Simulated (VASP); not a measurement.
Al: single point with PBE

The system is Al.

```
Al
1.0
     2.86358    0.00000    0.00000
    -1.43179    2.47993    0.00000
     0.00000    0.00000    4.67718
Al
2
Direct
  0.33333 0.66667 0.75000
  0.66667 0.33333 0.25000
```

```json
{
 "Program": "VASP 6.6.1",
 "Task": "single point",
 "Functional": "PBE",
 "Potentials or basis": "VASP PAW PBE potentials, release 64 (Al)",
 "Cutoff": "520 eV",
 "k mesh": "8 × 8 × 4",
 "Occupations": "gaussian, width 0.05 eV",
 "Spin": "no spin polarisation"
}
```

The pressure is 0.2 GPa and the band gap on the k mesh is zero (band 3 reaches 12.14 eV, above the bottom of band 4 at 4.72 eV).

Stress tensor (GPa, compression positive):
```
0.33 0.00 0.00
0.00 0.33 0.00
0.00 0.00 0.00
```

Levels at points of the mesh, in eV from the Fermi level:
| k point | band 1 | band 2 | band 3 | band 4 | band 5 | band 6 |
| --- | --- | --- | --- | --- | --- | --- |
| (0.00, 0.00, 0.00) | -11.23 | -4.69 | -4.53 | 10.38 | 10.38 | 10.81 |
| (0.50, 0.00, 0.00) | -5.44 | -5.24 | 0.48 | 0.97 | 1.38 | 1.59 |
| (0.00, 0.00, 0.50) | -9.55 | -9.55 | 3.29 | 3.29 | 11.64 | 11.64 |
| (0.50, 0.00, 0.50) | -4.04 | -4.04 | -3.35 | -3.35 | 6.87 | 6.87 |

Run time: 8.8 s on 1 thread of Intel(R) Xeon(R) Platinum 8259CL CPU @ 2.50GHz (Skylake/Cascade Lake) (shared host), peak memory 0.14 GiB.
